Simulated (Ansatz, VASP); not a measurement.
**Two plane-wave programs on GaSb**

File POSCAR:

```
GaSb
1.0
    0.0000000000      3.0352200099      3.0913477143
    3.0352200099      0.0000000000      3.0913477143
    3.0352200099      3.0352200099      0.0000000000
Ga Sb
1 1
Direct
    0.0000000000      0.0000000000      0.0000000000
    0.2500000000      0.2500000000      0.2500000000
```

The input INCAR.step1:

```
SYSTEM = GaSb
ALGO = Normal
EDIFF = 1E-4
ENCUT = 520
GGA = PE
ISMEAR = -1
LASPH = .TRUE.
LCHARG = .FALSE.
LREAL = .FALSE.
LWAVE = .TRUE.
NBANDS = 16
NELM = 60
PREC = Accurate
SIGMA = 0.02
```

File INCAR.step2:

```
SYSTEM = GaSb
ALGO = Normal
EDIFF = 1E-6
ENCUT = 520
ISIF = 2
ISMEAR = -1
ISTART = 1
LASPH = .TRUE.
LCHARG = .FALSE.
LMIXTAU = .TRUE.
LREAL = .FALSE.
LWAVE = .FALSE.
METAGGA = R2SCAN
NBANDS = 16
NELM = 60
PREC = Accurate
SIGMA = 0.02
```

Contents of KPOINTS:

```
k-points
0
G
  8 8 8
  0 0 0
```

Input for Ansatz:

```yaml
crystal:
  lattice:
    - [0.0, 3.0352200099, 3.0913477143]
    - [3.0352200099, 0.0, 3.0913477143]
    - [3.0352200099, 3.0352200099, 0.0]
  atoms:
    - { symbol: Ga, position: [0.0, 0.0, 0.0] }
    - { symbol: Sb, position: [0.25, 0.25, 0.25] }
kpoints:
  mp_grid: { grid: [8, 8, 8] }
  band_path:
    path:
      - [0.0, 0.0, 0.0]
      - [-0.5, -0.5, 0.0]
      - [-0.375, -0.375, 0.25]
      - [-0.375, 0.0, 0.375]
      - [0.0, 0.0, 0.5]
      - [-0.5, -0.25, 0.25]
    npoints: 1
hamiltonian:
  xc: r2scan
scf:
  occupations: { method: fermi_dirac, width: 0.02 }
  n_extra_bands: 4
output:
  forces: true
  stress: true
  eigenvalues: true
  write_density: true
  write_potential: true
  elf: true
  volumetric_format: npy
```

Change from the starting cell: epitaxial_xy strain -1.0%.

Alike in both runs: task single point; functional r2SCAN; k mesh 8 × 8 × 8; occupations fermi-dirac, width 0.02 eV; no spin polarisation.

```csv
,VASP,Ansatz
version,VASP 6.6.1,Ansatz 0.2.0
potentials or method,"VASP PAW PBE potentials, release 64 (Ga_d, Sb)","plane waves, PAW"
plane-wave cutoff (eV),520,500
valence electrons in the cell,18,28
```

```csv
,VASP,Ansatz,Ansatz less VASP
pressure (GPa),0.7,0.6,-0.09
"traceless stress, the component that is largest in VASP (GPa)",-0.62,-0.63,-0.017
```

VASP's potentials were made for PBE, not for r2SCAN. VASP's potentials hold 18 valence electrons a cell and Ansatz's 28, so a difference there can come from the potentials and not from the codes.

Neither program's run includes spin-orbit coupling.
